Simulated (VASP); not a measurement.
Set up this calculation in VASP 6.6.1, as the native input.

| Property | Result |
| --- | --- |
| Task | single point |
| Functional | r2SCAN |
| Potentials or basis | VASP PAW PBE potentials, release 64 (Ni) |
| Cutoff | 520 eV |
| k mesh | 14 × 14 × 14 |
| Occupations | fermi-dirac, width 0.1 eV |
| Spin | collinear spin, ferromagnetic start |
| Starting moments | [0.26] μB |
| Fixed moment | 0.26 μB |
| Dipole correction | no |
| Further INCAR settings | ALGO = Normal; EDIFF = 1e-06; NBANDS = 15 |

Ni:

```xyz
1
Lattice="0.0000 1.7604 1.7604 1.7604 0.0000 1.7604 1.7604 1.7604 0.0000" Properties=species:S:1:pos:R:3 pbc="T T T"
Ni    0.0000    0.0000    0.0000
```

These files were run (other wordings do the same):

POSCAR

```
Ni
1.0
    0.0000000000      1.7603666700      1.7603666700
    1.7603666700      0.0000000000      1.7603666700
    1.7603666700      1.7603666700      0.0000000000
Ni
1
Direct
    0.0000000000      0.0000000000      0.0000000000
```

INCAR.step1

```
SYSTEM = Ni
PREC = Accurate
ENCUT = 520
ISMEAR = -1
SIGMA = 0.1
LREAL = .FALSE.
LASPH = .TRUE.
NELM = 150
ISPIN = 2
MAGMOM = 0.26
NUPDOWN = 0.26
LMAXMIX = 4
NBANDS = 15
GGA = PE
ALGO = Normal
EDIFF = 1E-4
LWAVE = .TRUE.
LCHARG = .FALSE.
```

INCAR.step2

```
SYSTEM = Ni
PREC = Accurate
ENCUT = 520
EDIFF = 1E-6
ISMEAR = -1
SIGMA = 0.1
LREAL = .FALSE.
LASPH = .TRUE.
NELM = 150
ALGO = Normal
ISIF = 2
LWAVE = .FALSE.
LCHARG = .TRUE.
ISPIN = 2
MAGMOM = 0.26
LORBIT = 11
NUPDOWN = 0.26
LMAXMIX = 4
METAGGA = R2SCAN
LMIXTAU = .TRUE.
LELF = .TRUE.
LVHAR = .TRUE.
NBANDS = 15
ISTART = 1
```

KPOINTS

```
regular mesh
0
G
  14 14 14
  0 0 0
```

Potentials or basis: VASP PAW PBE potentials, release 64 (Ni).

Run with:

```console
$ cat potpaw_PBE.64/Ni/POTCAR > POTCAR
$ cp INCAR.step1 INCAR
$ mpirun -np 1 vasp_std > vasp.out
$ cp INCAR.step2 INCAR
$ mpirun -np 1 vasp_std > vasp.out
```

Results of the run:

```yaml
Pressure: -8.5 GPa
Net_moment: 0.26 μB per cell
Site_moments: Ni +0.27 μB
Valence_electrons_inside_the_program's_atomic_spheres: Ni 9.35
```

Caveat: the cell stands under tension; the PAW data sets were made with another functional, which shifts forces and pressure a little; the total moment is fixed, so each spin has its own Fermi level and the state may be an excited one.

It took 58 s on 1 thread of Intel(R) Xeon(R) 6975P-C (Granite Rapids) (shared host), peak memory 0.15 GiB.
